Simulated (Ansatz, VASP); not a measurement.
## Two plane-wave programs on Fe

```
Fe
1.0
     2.41915    0.00000    0.00000
    -1.20957    2.09504    0.00000
     0.00000    0.00000    7.79826
Fe
4
Direct
  0.00000 0.00000 0.00000
  0.00000 0.00000 0.50000
  0.33333 0.66667 0.25000
  0.66667 0.33333 0.75000
```

Alike in both runs: functional PBEsol; k mesh 14 × 14 × 4; occupations fermi-dirac, width 0.05 eV; collinear spin.

Ansatz relaxed the structure, and its values are those at the end. VASP's run is a single point on that final structure, the one shown.

|  | VASP | Ansatz |
| --- | --- | --- |
| version | VASP 6.6.1 | Ansatz 0.2.0 |
| potentials or method | VASP PAW PBE potentials, release 64 (Fe), cutoff 520 eV | plane waves (420 eV) with PAW, scalar-relativistic |
| valence electrons in the cell | 32 | 64 |

|  | VASP | Ansatz | Ansatz less VASP |
| --- | --- | --- | --- |
| pressure (GPa) | -0.4 | 0.0 | +0.41 |
| net moment per atom (μB) | 0.24 | 0.23 | -0.004 |
| size of the moment on the site where the two differ most (μB) | 0.03 | 0.02 | -0.013 |

VASP's potentials were made for PBE, not for PBEsol, and Ansatz warns of the same on its side. Site moments also hang on the region over which each program counts them. The functional is the same, so the differences come from potentials, cutoffs and numerics. VASP's potentials hold 32 valence electrons a cell and Ansatz's 64, so a difference there can come from the potentials and not from the codes. Ansatz's warnings: seeded moment not kept.
